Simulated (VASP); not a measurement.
# HfN (F-43m) in VASP: a series of runs, part 2 of 2

VASP 6.6.1. Earlier steps stand in the parts before.

### 3 Single point, LDA

INCAR reads:

```
SYSTEM = HfN
PREC = Accurate
ENCUT = 520
EDIFF = 1E-6
ISMEAR = -1
SIGMA = 0.05
LREAL = .False.
LASPH = .True.
NELM = 60
ALGO = Normal
ISIF = 2
LWAVE = .False.
LCHARG = .True.
GGA = CA
LELF = .True.
LVHAR = .True.
NBANDS = 14
```

KPOINTS reads:

```
Automatic mesh
0
Gamma
  9 9 9
  0 0 0
```

POSCAR reads:

```
HfN
1.0
    0.0000000000      2.4548220000      2.4548220000
    2.4548220000      0.0000000000      2.4548220000
    2.4548220000      2.4548220000      0.0000000000
Hf N
1 1
Direct
    0.0000000000      0.0000000000      0.0000000000
    0.2500000000      0.2500000000      0.2500000000
```

Potentials or basis: VASP PAW LDA potentials, release 64 (Hf_pv, N).

The run is started by

```
> cat potpaw_LDA.64/Hf_pv/POTCAR potpaw_LDA.64/N/POTCAR > POTCAR
> mpirun -np 1 vasp_std > vasp.out
```

OUTCAR:

```text
SYSTEM = HfN
   PREC = Accurate
   ENCUT = 520
   EDIFF = 1E-6
   ISMEAR = -1
   LREAL = .False.
   LASPH = .True.
   NELM = 60
   ISIF = 2
   GGA = CA

 ion  position               nearest neighbor table
   1  0.000  0.000  0.000-   2 2.13   2 2.13   2 2.13   2 2.13
   2  0.250  0.250  0.250-   1 2.13   1 2.13   1 2.13   1 2.13

  LATTYP: Found a face centered cubic cell.
 ALAT       =     4.9096440000

  Lattice vectors:

 A1 = (   0.0000000000,   2.4548220000,   2.4548220000)
 A2 = (   2.4548220000,   0.0000000000,   2.4548220000)
 A3 = (   2.4548220000,   2.4548220000,   0.0000000000)

Analysis of symmetry for initial positions (statically):
=====================================================================
 Subroutine PRICEL returns:
 Original cell was already a primitive cell.

 Routine SETGRP: Setting up the symmetry group for a
 face centered cubic supercell.

 Subroutine GETGRP returns: Found 24 space group operations
 (whereof 24 operations were pure point group operations)
 out of a pool of 48 trial point group operations.

The static configuration has the point symmetry T_d .

Analysis of symmetry for dynamics (positions and initial velocities):
=====================================================================
 Subroutine PRICEL returns:
 Original cell was already a primitive cell.

 Routine SETGRP: Setting up the symmetry group for a
 face centered cubic supercell.

 Subroutine GETGRP returns: Found 24 space group operations
 (whereof 24 operations were pure point group operations)
 out of a pool of 48 trial point group operations.

The dynamic configuration has the point symmetry T_d .

 Subroutine INISYM returns: Found 24 space group operations
 (whereof 24 operations are pure point group operations),
 and found     1 'primitive' translations

----------------------------------------------------------------------------------------

                                     Primitive cell

  volume of cell :      29.5863

  direct lattice vectors                    reciprocal lattice vectors
     0.000000000  2.454822000  2.454822000    -0.203680756  0.203680756  0.203680756
     2.454822000  0.000000000  2.454822000     0.203680756 -0.203680756  0.203680756
     2.454822000  2.454822000  0.000000000     0.203680756  0.203680756 -0.203680756

  length of vectors
     3.471642566  3.471642566  3.471642566     0.352785417  0.352785417  0.352785417

  position of ions in fractional coordinates (direct lattice)
     0.000000000  0.000000000  0.000000000
     0.250000000  0.250000000  0.250000000

  ion indices of the primitive-cell ions
   primitive index   ion index
                 1           1
                 2           2

----------------------------------------------------------------------------------------

 KPOINTS: Automatic mesh

Automatic generation of k-mesh.
 Grid dimensions read from file:
 generate k-points for:    9    9    9

 Generating k-lattice:

  Cartesian coordinates                     Fractional coordinates (reciprocal lattice)
    -0.022631195  0.022631195  0.022631195     0.111111111  0.000000000  0.000000000
     0.022631195 -0.022631195  0.022631195     0.000000000  0.111111111  0.000000000
     0.022631195  0.022631195 -0.022631195     0.000000000  0.000000000  0.111111111

  Length of vectors
     0.039198380  0.039198380  0.039198380

  Shift w.r.t. Gamma in fractional coordinates (k-lattice)
     0.000000000  0.000000000  0.000000000

 Subroutine IBZKPT returns following result:
 ===========================================

 Found     35 irreducible k-points:

 Following reciprocal coordinates:
            Coordinates               Weight
  0.000000  0.000000  0.000000      1.000000
  0.111111  0.000000  0.000000      8.000000
  0.222222  0.000000  0.000000      8.000000
  0.333333  0.000000  0.000000      8.000000
  0.444444  0.000000  0.000000      8.000000
  0.111111  0.111111  0.000000      6.000000
[... 16 lines left out ...]
 -0.333333  0.333333  0.000000     12.000000
  0.444444  0.444444  0.000000      6.000000
 [... further k-points ...]
   k-points           NKPTS =     35   k-points in BZ     NKDIM =     35   number of bands    NBANDS=     14
   number of dos      NEDOS =    301   number of ions     NIONS =      2
   total plane-waves  NPLWV =  21952
   dimension x,y,z NGX =    28 NGY =   28 NGZ =   28
   dimension x,y,z NGXF=    56 NGYF=   56 NGZF=   56
   ions per type =               1   1
   NGX,Y,Z   is equivalent  to a cutoff of  13.41, 13.41, 13.41 a.u.
   NGXF,Y,Z  is equivalent  to a cutoff of  26.82, 26.82, 26.82 a.u.
 SYSTEM =  HfN
   PREC   = accura    normal or accurate (medium, high low for compatibility)
   ISTART =      0    job   : 0-new  1-cont  2-samecut
   ICHARG =      2    charge: 1-file 2-atom 10-const
   ISPIN  =      1    spin polarized calculation?
   LNONCOLLINEAR =      F non collinear calculations
   LSORBIT =      F    spin-orbit coupling
   LASPH  =      T    aspherical Exc in radial PAW
   ENCUT  =  520.0 eV  38.22 Ry    6.18 a.u.   6.45  6.45  6.45*2*pi/ulx,y,z
   NELM   =     60;   NELMIN=  2; NELMDL= -5     # of ELM steps
   EDIFF  = 0.1E-05   stopping-criterion for ELM
   LREAL  =      F    real-space projection
   EDIFFG = 0.1E-04   stopping-criterion for IOM
   NSW    =      0    number of steps for IOM
   IBRION =     -1    ionic relax: 0-MD 1-quasi-New 2-CG
   NFREE  =      0    steps in history (QN), initial steepest desc. (CG)
   ISIF   =      2    stress and relaxation
   ISYM   =      2    0-nonsym 1-usesym 2-fastsym
   POTIM  = 0.5000    time-step for ionic-motion
   TEBEG  =    0.0;   TEEND  =   0.0 temperature during run
   PSTRESS=    0.0 pullay stress
   NELECT =      15.0000    total number of electrons
   NUPDOWN=      -1.0000    fix difference up-down
   EMIN   =  10.00;   EMAX   =-10.00  energy-range for DOS
   EFERMI =   0.00;   METHOD = LEGACY
   ISMEAR =    -1;   SIGMA  =   0.05  broadening in eV -4-tet -1-fermi 0-gaus
   EFERMI_NEDOS =   21; number of points for ismear=-14 and -15
   IALGO  =     38    algorithm
   IMIX   =      4    mixing-type and parameters
     AMIX     =   0.40;   BMIX     =  1.00
     AMIX_MAG =   1.60;   BMIX_MAG =  1.00
  volume/ion in A,a.u.               =      14.79        99.83
  Fermi-wavevector in a.u.,A,eV,Ry     =   1.305395  2.466839 23.185087  1.704056
  Thomas-Fermi vector in A             =   2.436267
   LORBIT       =      0    0 simple, 1 ext, 2 COOP (PROOUT), +10 PAW based schemes
   GGA     = CA    functional components
   LHFCALC =     F    Hartree Fock is set to
   AEXX    =    0.0000 exact exchange contribution
   IVDW    =     0    specifies the selected vdW correction
   LEPSILON=     F    determine dielectric tensor
   LRPA    =     F    only Hartree local field effects (RPA)
 non-spin polarized calculation
  energy-cutoff  :      520.00
  volume of cell :       29.59
 maximum number of plane-waves:       821
 NGX is ok and might be reduce to    28
   NGX = 13   NGY = 13   NGZ = 13

 number of electron      15.0000001 magnetization

 Free energy of the ion-electron system (eV)
  ---------------------------------------------------
  ext. energy  EPLUGINS =         0.00000000
  ---------------------------------------------------
  free energy    TOTEN  =       -23.01905896 eV

  energy without entropy =      -23.01350486  energy(sigma->0) =      -23.01628191

 E-fermi :   5.5672     XC(G=0): -11.5065

 val. band max:        5.5508216883   @ k =  -0.2222   0.3333   0.1111
 cond. band min:       5.5804598717   @ k =   0.1111   0.0000   0.0000
 fundamental gap:      0.0296381834
 Fermi energy:         5.5672202367

 k-point     1 :       0.0000    0.0000    0.0000
  band No.  band energies     occupation
      1     -25.3638      2.00000
      2     -25.3638      2.00000
      3     -25.3638      2.00000
      4     -10.3463      2.00000
      5       0.1179      2.00000
      6       0.1179      2.00000
      7       0.1179      2.00000
      8       4.9478      1.99999
      9       7.6901      0.00000
     10       7.6901      0.00000
     11      12.1108      0.00000
     12      12.1108      0.00000
     13      12.1108      0.00000
     14      16.9659      0.00000
[... 375 lines left out ...]
 k-point    24 :       0.4444    0.4444    0.0000
  band No.  band energies     occupation
      1     -25.8252      2.00000
      2     -25.5217      2.00000
      3     -25.5217      2.00000
      4      -8.8852      2.00000
      5      -1.3358      2.00000
      6       1.9158      2.00000
      7       1.9158      2.00000
      8       4.4564      2.00000
      9       7.8714      0.00000
     10       9.4090      0.00000
     11      10.3060      0.00000
     12      10.3060      0.00000
     13      14.4714      0.00000
     14      16.9428      0.00000

 [... further k-points ...]
[... 5 lines left out ...]
  --------------------------------------------------------------------------------------
  -------------------------------------------------------------------------------------
  Total       -1.8476170     -1.8476170     -1.8476170      0.0000000      0.0000000      0.0000000
  in kB     -100.0535518   -100.0535518   -100.0535518      0.0000000      0.0000000      0.0000000
  external PRESSURE =    -100.0535518 kB  Pullay stress =       0.0000000 kB

 VOLUME and BASIS-vectors are now :
 -----------------------------------------------------------------------------
  energy-cutoff  :      520.00
  volume of cell :       29.59
      direct lattice vectors                 reciprocal lattice vectors
     0.000000000  2.454822000  2.454822000    -0.203680756  0.203680756  0.203680756
     2.454822000  0.000000000  2.454822000     0.203680756 -0.203680756  0.203680756
     2.454822000  2.454822000  0.000000000     0.203680756  0.203680756 -0.203680756

 POSITION                                       TOTAL-FORCE (eV/Angst)
 -----------------------------------------------------------------------------------
      0.00000      0.00000      0.00000        -0.000000     -0.000000     -0.000000
      1.22741      1.22741      1.22741         0.000000      0.000000      0.000000
 -----------------------------------------------------------------------------------
    total drift:                               -0.000000     -0.000000     -0.000000

  FREE ENERGIE OF THE ION-ELECTRON SYSTEM (eV)
  ---------------------------------------------------
  free  energy   TOTEN  =       -23.0190589608 eV

  energy  without entropy=      -23.0135048585  energy(sigma->0) =      -23.01628191
```

Run time: 12 s. Hardware: 1 thread of Intel Xeon Platinum 8488C (Sapphire Rapids), shared host; peak memory 0.15 GiB.

Results:

```
Free energy : -23.0191 eV
Pressure    : -10.0 GPa
```

Caveat: spin-orbit coupling is left out, which moves the levels of the heavy elements.

### 4 Single point, PBE

This run uses another cell than the first one, of 14.20 Å³/atom, 0.960 times its volume.

INCAR reads:

```
SYSTEM = HfN
PREC     = Accurate       ! precision mode
ENCUT    = 520            ! plane-wave cutoff, eV
EDIFF    = 1E-6           ! SCF threshold, eV
ISMEAR   = -1             ! smearing method
SIGMA    = 0.05           ! smearing width, eV
LREAL    = .FALSE.        ! projectors in reciprocal space
LASPH    = .TRUE.         ! aspherical terms in the spheres
NELM     = 80             ! most SCF steps
ALGO     = Normal         ! electronic algorithm
ISIF     = 2              ! what is computed and relaxed
LWAVE    = .FALSE.        ! write WAVECAR
LCHARG   = .FALSE.        ! write CHGCAR
GGA      = PE             ! functional
NBANDS   = 14             ! bands
```

KPOINTS reads:

```
Automatic mesh
0
G
  9 9 9
  0 0 0
```

POSCAR reads:

```
HfN
1.0
    0.0000000000      2.4216446627      2.4216446627
    2.4216446627      0.0000000000      2.4216446627
    2.4216446627      2.4216446627      0.0000000000
Hf N
1 1
Direct
    0.0000000000      0.0000000000      0.0000000000
    0.2500000000      0.2500000000      0.2500000000
```

Potentials or basis: VASP PAW PBE potentials, release 64 (Hf_pv, N).

The run is started by

```
> cat potpaw_PBE.64/Hf_pv/POTCAR potpaw_PBE.64/N/POTCAR > POTCAR
> mpirun -np 1 vasp_std > vasp.out
```

OUTCAR:

```text
SYSTEM = HfN
   PREC = Accurate
   ENCUT = 520
   EDIFF = 1E-6
   ISMEAR = -1
   LREAL = .FALSE.
   LASPH = .TRUE.
   NELM = 80
   ISIF = 2
   GGA = PE

 ion  position               nearest neighbor table
   1  0.000  0.000  0.000-   2 2.10   2 2.10   2 2.10   2 2.10
   2  0.250  0.250  0.250-   1 2.10   1 2.10   1 2.10   1 2.10

  LATTYP: Found a face centered cubic cell.
 ALAT       =     4.8432893254

  Lattice vectors:

 A1 = (   0.0000000000,   2.4216446627,   2.4216446627)
[... 585 lines left out ...]
      9       8.5952      0.00000
     10      10.2743      0.00000
     11      11.1277      0.00000
     12      11.1277      0.00000
     13      15.5033      0.00000
     14      18.4232      0.00000

 [... further k-points ...]
[... 5 lines left out ...]
  --------------------------------------------------------------------------------------
  -------------------------------------------------------------------------------------
  Total        1.4578626      1.4578626      1.4578626      0.0000000      0.0000000     -0.0000000
  in kB       82.2367483     82.2367483     82.2367483      0.0000000      0.0000000     -0.0000000
  external PRESSURE =      82.2367483 kB  Pullay stress =       0.0000000 kB

 VOLUME and BASIS-vectors are now :
 -----------------------------------------------------------------------------
  energy-cutoff  :      520.00
  volume of cell :       28.40
      direct lattice vectors                 reciprocal lattice vectors
     0.000000000  2.421644663  2.421644663    -0.206471250  0.206471250  0.206471250
     2.421644663  0.000000000  2.421644663     0.206471250 -0.206471250  0.206471250
     2.421644663  2.421644663  0.000000000     0.206471250  0.206471250 -0.206471250

 POSITION                                       TOTAL-FORCE (eV/Angst)
 -----------------------------------------------------------------------------------
      0.00000      0.00000      0.00000        -0.000000     -0.000000     -0.000000
      1.21082      1.21082      1.21082         0.000000      0.000000      0.000000
 -----------------------------------------------------------------------------------
    total drift:                               -0.000000     -0.000000     -0.000000

  FREE ENERGIE OF THE ION-ELECTRON SYSTEM (eV)
  ---------------------------------------------------
  free  energy   TOTEN  =       -21.1939990080 eV

  energy  without entropy=      -21.1886625116  energy(sigma->0) =      -21.19133076
```

Run time: 10 s. Hardware: 1 thread of Intel Xeon 6975P-C, shared host; peak memory 0.16 GiB.

What came out:

```yaml
Free_energy: -21.1940 eV
Pressure: 8.2 GPa
```

Caveat: spin-orbit coupling is left out, which moves the levels of the heavy elements.

### 5 Single point, PBE

INCAR reads:

```
SYSTEM = HfN
  PREC = Accurate
  ENCUT = 520
  EDIFF = 1E-6
  ISMEAR = -1
  SIGMA = 0.05
  LREAL = .False.
  LASPH = .True.
  NELM = 100
  ALGO = Normal
  ISIF = 2
  LWAVE = .False.
  LCHARG = .True.
  GGA = PE
  LELF = .True.
  LVHAR = .True.
  NBANDS = 14
```

KPOINTS reads:

```
Automatic mesh
0
Gamma
  9 9 9
  0 0 0
```

POSCAR reads:

```
HfN
1.0
    0.0000000000      2.4548220000      2.4548220000
    2.4548220000      0.0000000000      2.4548220000
    2.4548220000      2.4548220000      0.0000000000
Hf N
1 1
Direct
    0.0000000000      0.0000000000      0.0000000000
    0.2500000000      0.2500000000      0.2500000000
```

The run is started by

```
> cat potpaw_PBE.64/Hf_pv/POTCAR potpaw_PBE.64/N/POTCAR > POTCAR
> mpirun -np 1 vasp_std > vasp.out
```

It took 10 s on 1 thread of Intel Xeon 6975P-C, shared host; peak memory 0.17 GiB.

Results (log left out):

| Item | Value |
| --- | --- |
| Free energy | -21.2227 eV |
| Pressure | -0.3 GPa |

Levels at points of the mesh, in eV from the Fermi level:
| k point | band 6 | band 7 | band 8 | band 9 | band 10 | band 11 |
| --- | --- | --- | --- | --- | --- | --- |
| (0.00, 0.00, 0.00) | -5.45 | -5.45 | -0.72 | 2.25 | 2.25 | 6.59 |

Caveat: spin-orbit coupling is left out, which moves the levels of the heavy elements.

### 6 Single point, PBE

This run uses another cell than the first one, of 15.38 Å³/atom, 1.040 times its volume.

INCAR reads:

```
SYSTEM = HfN
PREC = Accurate
ENCUT = 520
EDIFF = 1E-7
ISMEAR = -1
SIGMA = 0.05
LREAL = .False.
LASPH = .True.
NELM = 80
ALGO = Normal
ISIF = 2
LWAVE = .False.
LCHARG = .False.
GGA = PE
NBANDS = 14
```

KPOINTS reads:

```
regular mesh
0
Gamma
  9 9 9
  0 0 0
```

POSCAR reads:

```
HfN
1.0
    0.0000000000      2.4871259940      2.4871259940
    2.4871259940      0.0000000000      2.4871259940
    2.4871259940      2.4871259940      0.0000000000
Hf N
1 1
Direct
    0.0000000000      0.0000000000      0.0000000000
    0.2500000000      0.2500000000      0.2500000000
```

Potentials or basis: VASP PAW PBE potentials, release 64 (Hf_pv, N).

The run is started by

```
> cat potpaw_PBE.64/Hf_pv/POTCAR potpaw_PBE.64/N/POTCAR > POTCAR
> mpirun -np 1 vasp_std > vasp.out
```

Wall time 12 s (1 thread of Intel Xeon 6975P-C, shared host); peak memory 0.17 GiB.

The run converged. Its results:

```yaml
Free_energy: -21.1942 eV
Pressure: -7.3 GPa
```

Levels at points of the mesh, in eV from the Fermi level:
```tsv
k point	band 5	band 6	band 7	band 8	band 9	band 10	band 11	band 12
(0.00, 0.00, 0.00)	-5.26	-5.26	-5.26	-0.80	2.17	2.17	6.34	6.34
```

Caveat: spin-orbit coupling is left out, which moves the levels of the heavy elements.

### 7 Overview

| level | potentials or basis | cell | k mesh | gap on the mesh (eV) | pressure (GPa) |
| --- | --- | --- | --- | --- | --- |
| PBEsol | VASP PAW PBE potentials, release 64 (Hf_pv, N) | a = 3.472 Å, angles 60.0°, 2 atoms | 6 × 6 × 6 | none | -6.1 |
| LDA | VASP PAW LDA potentials, release 64 (Hf_pv, N) | a = 3.472 Å, angles 60.0°, 2 atoms | 9 × 9 × 9 | none | -10.0 |
| PBE | VASP PAW PBE potentials, release 64 (Hf_pv, N) | a = 3.425 Å, angles 60.0°, 2 atoms | 9 × 9 × 9 | none | 8.2 |
| PBE | VASP PAW PBE potentials, release 64 (Hf_pv, N) | a = 3.472 Å, angles 60.0°, 2 atoms | 9 × 9 × 9 | none | -0.3 |
| PBE | VASP PAW PBE potentials, release 64 (Hf_pv, N) | a = 3.517 Å, angles 60.0°, 2 atoms | 9 × 9 × 9 | none | -7.3 |

Alike in all rows: task single point; no spin polarisation; cutoff (eV) 520; smearing fermi-dirac 0.05 eV.

Caveats: some runs use coarse meshes; spin-orbit coupling is left out, which moves the levels of the heavy elements; the PAW data sets were made with another functional, which shifts forces and pressure a little (some runs).

Total energies depend on the potentials used, so only differences within one code and one set of settings carry meaning.
